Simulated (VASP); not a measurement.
Wanted: the native input for a VASP 6.6.1 run.

```
Task                   : single point
Functional             : PBE
Potentials or basis    : VASP PAW PBE potentials, release 64 (Sr_sv, Cl)
Cutoff                 : 520 eV
k mesh                 : 4 × 4 × 4
Occupations            : methfessel-paxton, width 0.001 eV
Spin                   : no spin polarisation
Dipole correction      : no
Further INCAR settings : ALGO = Normal; EDIFF = 1e-07; NBANDS = 19
```

The structure of SrCl2 lies in POSCAR:

```
SrCl2
1.0
    0.0000000000      3.4977180859      3.4977180859
    3.4977180859      0.0000000000      3.4977180859
    3.4977180859      3.4977180859      0.0000000000
Sr Cl
1 2
Direct
    0.0000000000      0.0000000000      0.0000000000
    0.2500000000      0.2500000000      0.2500000000
    0.7500000000      0.7500000000      0.7500000000
```

The input as run:

INCAR

```
PREC     = Accurate       # precision mode
ENCUT    = 520            # plane-wave cutoff, eV
EDIFF    = 1E-7           # SCF threshold, eV
ISMEAR   = 1              # smearing method
SIGMA    = 0.001          # smearing width, eV
LREAL    = F              # projectors in reciprocal space
LASPH    = T              # aspherical terms in the spheres
NELM     = 100            # most SCF steps
ALGO     = Normal         # electronic algorithm
ISIF     = 2              # what is computed and relaxed
LWAVE    = F              # write WAVECAR
LCHARG   = F              # write CHGCAR
GGA      = PE             # functional
NBANDS   = 19             # bands
```

KPOINTS

```
Automatic mesh
0
Gamma
  4 4 4
```

Potentials or basis: VASP PAW PBE potentials, release 64 (Sr_sv, Cl).

Command:

```console
$ cat potpaw_PBE.64/Sr_sv/POTCAR potpaw_PBE.64/Cl/POTCAR > POTCAR
$ mpirun -np 1 vasp_std > vasp.out
```

Results of the run:

```json
{
  "Pressure": "0.8 GPa",
  "Band gap on the k mesh": "5.31 eV (least direct gap 5.51 eV)"
}
```

Wall time 8.8 s on 1 thread of Intel(R) Xeon(R) 6975P-C (Granite Rapids), with other jobs on the host, peak memory 0.23 GiB.
